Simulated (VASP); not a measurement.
# AlO2 (Cmcm) in VASP: single point with r2SCAN

Aim: the single point of AlO2 with r2SCAN.

All numbers are computed with VASP 6.6.1; they aren't measurements. Logs are shortened: lines on timing, memory, paths and dates and some standing lists are left out, and cuts for length are marked.

## 1. The cell of the first run

The structure is orthorhombic, space group Cmcm (No. 63). The conventional cell has a = 2.976 Å, b = 10.806 Å, c = 3.647 Å, α = 90.00°, β = 90.00°, γ = 90.00°. Within 2.5 Å of Al (site symmetry m2m) lie 6 O at 1.87 to 2.02 Å. O (site symmetry m2m) has 2 Al at 1.88 Å and 3 O at 2.25 to 2.52 Å within 2.6 Å. Within 2.6 Å of O (site symmetry m2m) lie 4 Al at 1.87 to 2.02 Å and 5 O at 2.52 to 2.54 Å.

## 2. Single point, r2SCAN

Input file POSCAR:

```
AlO2
1.0
    1.4881620000     -5.4028330000      0.0000000000
    1.4881620000      5.4028330000      0.0000000000
    0.0000000000      0.0000000000      3.6466120000
Al O
2 4
Direct
    0.6681330000      0.3318670000      0.7500000000
    0.3318670000      0.6681330000      0.2500000000
    0.0610720000      0.9389280000      0.7500000000
    0.9389280000      0.0610720000      0.2500000000
    0.2941840000      0.7058160000      0.7500000000
    0.7058160000      0.2941840000      0.2500000000
```

Input file INCAR.step1:

```
  PREC = Accurate
  ENCUT = 520
  ISMEAR = -1
  SIGMA = 0.05
  LREAL = False
  LASPH = True
  NELM = 60
  NBANDS = 24
  GGA = PE
  ALGO = Normal
  EDIFF = 1E-4
  LWAVE = True
  LCHARG = False
```

Input file INCAR.step2:

```
  PREC = Accurate
  ENCUT = 520
  EDIFF = 1E-6
  ISMEAR = -1
  SIGMA = 0.05
  LREAL = False
  LASPH = True
  NELM = 60
  ALGO = Normal
  ISIF = 2
  LWAVE = False
  LCHARG = False
  METAGGA = R2SCAN
  LMIXTAU = True
  NBANDS = 24
  ISTART = 1
```

Input file KPOINTS:

```
regular mesh
0
Gamma
  9 9 7
```

Potentials or basis: VASP PAW PBE potentials, release 64 (Al, O).

The run is started by

```
cat potpaw_PBE.64/Al/POTCAR potpaw_PBE.64/O/POTCAR > POTCAR
cp INCAR.step1 INCAR
mpirun -np 1 vasp_std > vasp.out
cp INCAR.step2 INCAR
mpirun -np 1 vasp_std > vasp.out
```

OUTCAR:

```text
PREC = Accurate
   ENCUT = 520
   EDIFF = 1E-6
   ISMEAR = -1
   LREAL = False
   LASPH = True
   NELM = 60
   ISIF = 2
   METAGGA = R2SCAN
   ISTART = 1

 ion  position               nearest neighbor table
   1  0.668  0.332  0.750-   6 1.87   6 1.87   3 1.88   3 1.88   5 2.02   5 2.02   2 2.94   2 2.94
                             2 2.94   2 2.94
   2  0.332  0.668  0.250-   5 1.87   5 1.87   4 1.88   4 1.88   6 2.02   6 2.02   1 2.94   1 2.94
                             1 2.94   1 2.94
   3  0.061  0.939  0.750-   1 1.88   1 1.88
   4  0.939  0.061  0.250-   2 1.88   2 1.88
   5  0.294  0.706  0.750-   2 1.87   2 1.87   1 2.02   1 2.02
   6  0.706  0.294  0.250-   1 1.87   1 1.87   2 2.02   2 2.02

  LATTYP: Found a base centered orthorhombic cell.
 ALAT       =     2.9763240000
 B/A-ratio  =     3.6305408954
 C/A-ratio  =     1.2252066643

  Lattice vectors:

 A1 = (   1.4881620000,  -5.4028330000,   0.0000000000)
 A2 = (   1.4881620000,   5.4028330000,   0.0000000000)
 A3 = (   0.0000000000,   0.0000000000,   3.6466120000)

Analysis of symmetry for initial positions (statically):
=====================================================================
 Subroutine PRICEL returns:
 Original cell was already a primitive cell.

 Routine SETGRP: Setting up the symmetry group for a
 base centered orthorhombic supercell.

 Subroutine GETGRP returns: Found  8 space group operations
 (whereof  4 operations were pure point group operations)
 out of a pool of  8 trial point group operations.

The static configuration has the point symmetry C_2h.
 The point group associated with its full space group is D_2h.

Analysis of symmetry for dynamics (positions and initial velocities):
=====================================================================
 Subroutine PRICEL returns:
 Original cell was already a primitive cell.

 Routine SETGRP: Setting up the symmetry group for a
 base centered orthorhombic supercell.

 Subroutine GETGRP returns: Found  8 space group operations
 (whereof  4 operations were pure point group operations)
 out of a pool of  8 trial point group operations.

The dynamic configuration has the point symmetry C_2h.
 The point group associated with its full space group is D_2h.

 Subroutine INISYM returns: Found  8 space group operations
 (whereof  4 operations are pure point group operations),
 and found     1 'primitive' translations

----------------------------------------------------------------------------------------

                                     Primitive cell

  volume of cell :      58.6396

  direct lattice vectors                    reciprocal lattice vectors
     1.488162000 -5.402833000  0.000000000     0.335984926 -0.092544041  0.000000000
     1.488162000  5.402833000  0.000000000     0.335984926  0.092544041  0.000000000
     0.000000000  0.000000000  3.646612000     0.000000000  0.000000000  0.274227146

  length of vectors
     5.604036988  5.604036988  3.646612000     0.348497160  0.348497160  0.274227146

  position of ions in fractional coordinates (direct lattice)
     0.668133000  0.331867000  0.750000000
     0.331867000  0.668133000  0.250000000
     0.061072000  0.938928000  0.750000000
     0.938928000  0.061072000  0.250000000
     0.294184000  0.705816000  0.750000000
     0.705816000  0.294184000  0.250000000

  ion indices of the primitive-cell ions
   primitive index   ion index
                 1           1
                 2           2
                 3           3
                 4           4
                 5           5
                 6           6

----------------------------------------------------------------------------------------

 KPOINTS: regular mesh

Automatic generation of k-mesh.
 Grid dimensions read from file:
 generate k-points for:    9    9    7

 Generating k-lattice:

  Cartesian coordinates                     Fractional coordinates (reciprocal lattice)
     0.037331658 -0.010282671  0.000000000     0.111111111  0.000000000  0.000000000
     0.037331658  0.010282671  0.000000000     0.000000000  0.111111111  0.000000000
     0.000000000  0.000000000  0.039175307     0.000000000  0.000000000  0.142857143

  Length of vectors
     0.038721907  0.038721907  0.039175307

  Shift w.r.t. Gamma in fractional coordinates (k-lattice)
     0.000000000  0.000000000  0.000000000

 Subroutine IBZKPT returns following result:
 ===========================================

 Found    100 irreducible k-points:

 Following reciprocal coordinates:
            Coordinates               Weight
  0.000000  0.000000  0.000000      1.000000
  0.111111  0.000000  0.000000      4.000000
  0.222222  0.000000  0.000000      4.000000
  0.333333  0.000000  0.000000      4.000000
  0.444444  0.000000  0.000000      4.000000
  0.111111  0.111111  0.000000      2.000000
[... 16 lines left out ...]
 -0.333333  0.333333  0.000000      2.000000
  0.444444  0.444444  0.000000      2.000000
 [... further k-points ...]
   k-points           NKPTS =    100   k-points in BZ     NKDIM =    100   number of bands    NBANDS=     24
   number of dos      NEDOS =    301   number of ions     NIONS =      6
   total plane-waves  NPLWV =  49392
   dimension x,y,z NGX =    42 NGY =   42 NGZ =   28
   dimension x,y,z NGXF=    84 NGYF=   84 NGZF=   56
   ions per type =               2   4
   NGX,Y,Z   is equivalent  to a cutoff of  12.46, 12.46, 12.76 a.u.
   NGXF,Y,Z  is equivalent  to a cutoff of  24.92, 24.92, 25.53 a.u.
 SYSTEM =  unknown system
   PREC   = accura    normal or accurate (medium, high low for compatibility)
   ISTART =      1    job   : 0-new  1-cont  2-samecut
   ICHARG =      0    charge: 1-file 2-atom 10-const
   ISPIN  =      1    spin polarized calculation?
   LNONCOLLINEAR =      F non collinear calculations
   LSORBIT =      F    spin-orbit coupling
   LASPH  =      T    aspherical Exc in radial PAW
   ENCUT  =  520.0 eV  38.22 Ry    6.18 a.u.  10.42 10.42  6.78*2*pi/ulx,y,z
   NELM   =     60;   NELMIN=  2; NELMDL=  0     # of ELM steps
   EDIFF  = 0.1E-05   stopping-criterion for ELM
   LREAL  =      F    real-space projection
   EDIFFG = 0.1E-04   stopping-criterion for IOM
   NSW    =      0    number of steps for IOM
   IBRION =     -1    ionic relax: 0-MD 1-quasi-New 2-CG
   NFREE  =      0    steps in history (QN), initial steepest desc. (CG)
   ISIF   =      2    stress and relaxation
   ISYM   =      2    0-nonsym 1-usesym 2-fastsym
   POTIM  = 0.5000    time-step for ionic-motion
   TEBEG  =    0.0;   TEEND  =   0.0 temperature during run
   PSTRESS=    0.0 pullay stress
   NELECT =      30.0000    total number of electrons
   NUPDOWN=      -1.0000    fix difference up-down
   EMIN   =  10.00;   EMAX   =-10.00  energy-range for DOS
   EFERMI =   0.00;   METHOD = LEGACY
   ISMEAR =    -1;   SIGMA  =   0.05  broadening in eV -4-tet -1-fermi 0-gaus
   EFERMI_NEDOS =   21; number of points for ismear=-14 and -15
   IALGO  =     38    algorithm
   IMIX   =      4    mixing-type and parameters
     AMIX     =   0.40;   BMIX     =  1.00
     AMIX_MAG =   1.60;   BMIX_MAG =  1.00
  volume/ion in A,a.u.               =       9.77        65.95
  Fermi-wavevector in a.u.,A,eV,Ry     =   1.309337  2.474288 23.325334  1.714364
  Thomas-Fermi vector in A             =   2.439943
   LORBIT       =      0    0 simple, 1 ext, 2 COOP (PROOUT), +10 PAW based schemes
   METAGGA = R2SCAN    functional components
   LHFCALC =     F    Hartree Fock is set to
   AEXX    =    0.0000 exact exchange contribution
   IVDW    =     0    specifies the selected vdW correction
   LEPSILON=     F    determine dielectric tensor
   LRPA    =     F    only Hartree local field effects (RPA)
 non-spin polarized calculation
  energy-cutoff  :      520.00
  volume of cell :       58.64
 maximum number of plane-waves:      1600
 NGX is ok and might be reduce to    42
   NGX = 21   NGY = 21   NGZ = 13

 number of electron      30.0000002 magnetization

 Free energy of the ion-electron system (eV)
  ---------------------------------------------------
  ext. energy  EPLUGINS =         0.00000000
  ---------------------------------------------------
  free energy    TOTEN  =       -50.82640155 eV

  energy without entropy =      -50.79008732  energy(sigma->0) =      -50.80824444

 E-fermi :   3.7281     XC(G=0): -11.3431

 val. band max:        3.7266115418   @ k =  -0.4444   0.1111   0.0000
 cond. band min:       3.7379292647   @ k =   0.4444   0.1111   0.0000
 fundamental gap:      0.0113177229
 Fermi energy:         3.7281371714

 k-point     1 :       0.0000    0.0000    0.0000
  band No.  band energies     occupation
      1     -16.7838      2.00000
      2     -14.7732      2.00000
      3     -14.0845      2.00000
      4     -13.8088      2.00000
      5      -2.4817      2.00000
      6      -0.8448      2.00000
[... 16 lines left out ...]
     23      19.5368      0.00000
     24      20.2444      0.00000

 k-point     2 :       0.1111    0.0000    0.0000
  band No.  band energies     occupation
      1     -16.6763      2.00000
      2     -14.7690      2.00000
      3     -14.0288      2.00000
      4     -13.8403      2.00000
      5      -2.3565      2.00000
      6      -0.9045      2.00000
[... 16 lines left out ...]
     23      18.8639      0.00000
     24      19.0765      0.00000

 k-point     3 :       0.2222    0.0000    0.0000
  band No.  band energies     occupation
      1     -16.3687      2.00000
      2     -14.7475      2.00000
      3     -14.0393      2.00000
      4     -13.8117      2.00000
      5      -1.9911      2.00000
      6      -1.1136      2.00000
[... 16 lines left out ...]
     23      18.0183      0.00000
     24      18.2916      0.00000

 k-point     4 :       0.3333    0.0000    0.0000
  band No.  band energies     occupation
      1     -15.9084      2.00000
      2     -14.7210      2.00000
      3     -14.2875      2.00000
      4     -13.6521      2.00000
      5      -1.4181      2.00000
      6      -1.4177      2.00000
[... 16 lines left out ...]
     23      17.7423      0.00000
     24      18.5414      0.00000

 k-point     5 :       0.4444    0.0000    0.0000
  band No.  band energies     occupation
      1     -15.3888      2.00000
      2     -14.8408      2.00000
      3     -14.5344      2.00000
      4     -13.5435      2.00000
      5      -1.8167      2.00000
      6      -1.3874      2.00000
[... 16 lines left out ...]
     23      18.3741      0.00000
     24      18.6654      0.00000

 k-point     6 :       0.1111    0.1111    0.0000
  band No.  band energies     occupation
      1     -16.3882      2.00000
      2     -14.6733      2.00000
      3     -14.0421      2.00000
      4     -13.8642      2.00000
      5      -2.0019      2.00000
      6      -1.0961      2.00000
[... 16 lines left out ...]
     23      17.8778      0.00000
     24      18.1696      0.00000
[... 379 lines left out ...]
 k-point    21 :       0.4444    0.3333    0.0000
  band No.  band energies     occupation
      1     -16.1868      2.00000
      2     -15.1957      2.00000
      3     -14.0340      2.00000
      4     -13.5458      2.00000
      5      -1.9062      2.00000
      6      -1.1749      2.00000
[... 16 lines left out ...]
     23      18.3108      0.00000
     24      19.0146      0.00000

 k-point    22 :      -0.4444    0.3333    0.0000
  band No.  band energies     occupation
      1     -16.5013      2.00000
      2     -15.2851      2.00000
      3     -13.8967      2.00000
      4     -13.6223      2.00000
      5      -2.2671      2.00000
      6      -1.0382      2.00000
[... 16 lines left out ...]
     23      18.6931      0.00000
     24      19.8847      0.00000

 k-point    23 :      -0.3333    0.3333    0.0000
  band No.  band energies     occupation
      1     -16.6356      2.00000
      2     -15.2624      2.00000
      3     -13.8634      2.00000
      4     -13.6798      2.00000
      5      -2.4027      2.00000
      6      -1.0150      2.00000
[... 16 lines left out ...]
     23      19.1183      0.00000
     24      20.2223      0.00000

 k-point    24 :       0.4444    0.4444    0.0000
  band No.  band energies     occupation
      1     -16.4701      2.00000
      2     -15.3492      2.00000
      3     -13.8941      2.00000
      4     -13.5911      2.00000
      5      -2.2538      2.00000
      6      -1.0419      2.00000
[... 16 lines left out ...]
     23      18.6724      0.00000
     24      20.0627      0.00000

 [... further k-points ...]

------------------------ aborting loop because EDIFF is reached ----------------------------------------

  FORCE on cell =-STRESS in cart. coord.  units (eV):
  Direction    XX          YY          ZZ          XY          YZ          ZX
  --------------------------------------------------------------------------------------
  -------------------------------------------------------------------------------------
  Total       -3.1224607     -2.8640781     -2.5934509      0.0000000      0.0000000      0.0000000
  in kB      -85.3132045    -78.2535660    -70.8593721      0.0000000      0.0000000      0.0000000
  external PRESSURE =     -78.1420475 kB  Pullay stress =       0.0000000 kB

 VOLUME and BASIS-vectors are now :
 -----------------------------------------------------------------------------
  energy-cutoff  :      520.00
  volume of cell :       58.64
      direct lattice vectors                 reciprocal lattice vectors
     1.488162000 -5.402833000  0.000000000     0.335984926 -0.092544041  0.000000000
     1.488162000  5.402833000  0.000000000     0.335984926  0.092544041  0.000000000
     0.000000000  0.000000000  3.646612000     0.000000000  0.000000000  0.274227146

 POSITION                                       TOTAL-FORCE (eV/Angst)
 -----------------------------------------------------------------------------------
      1.48816     -1.81679      2.73496         0.000000      0.071669      0.000000
      1.48816      1.81679      0.91165         0.000000     -0.071669      0.000000
      1.48816      4.74291      2.73496         0.000000      0.773824      0.000000
      1.48816     -4.74291      0.91165         0.000000     -0.773824      0.000000
      1.48816      2.22398      2.73496         0.000000     -0.024487      0.000000
      1.48816     -2.22398      0.91165         0.000000      0.024487     -0.000000
 -----------------------------------------------------------------------------------
    total drift:                               -0.000000     -0.000000     -0.000000

  FREE ENERGIE OF THE ION-ELECTRON SYSTEM (eV)
  ---------------------------------------------------
  free  energy   TOTEN  =       -50.8264015513 eV

  energy  without entropy=      -50.7900873221  energy(sigma->0) =      -50.80824444
```

It took 12 min on 1 thread of Intel Xeon 8259CL, shared host; peak memory 0.29 GiB.

What came out:

| Item | Value |
| --- | --- |
| Free energy | -50.8264 eV |
| Pressure | -7.8 GPa |
| Largest force | 0.774 eV/Å |
| Band gap on the k mesh | zero (bands 15 and 16 overlap by 0.39 eV) |

Forces on the atoms (eV/Å):
```
Al   0.000  0.072  0.000
Al   0.000 -0.072  0.000
O    0.000  0.774  0.000
O    0.000 -0.774  0.000
O    0.000 -0.024  0.000
O    0.000  0.024  0.000
```

Caveat: the cell stands under tension; the PAW data sets were made with another functional, which shifts forces and pressure a little.
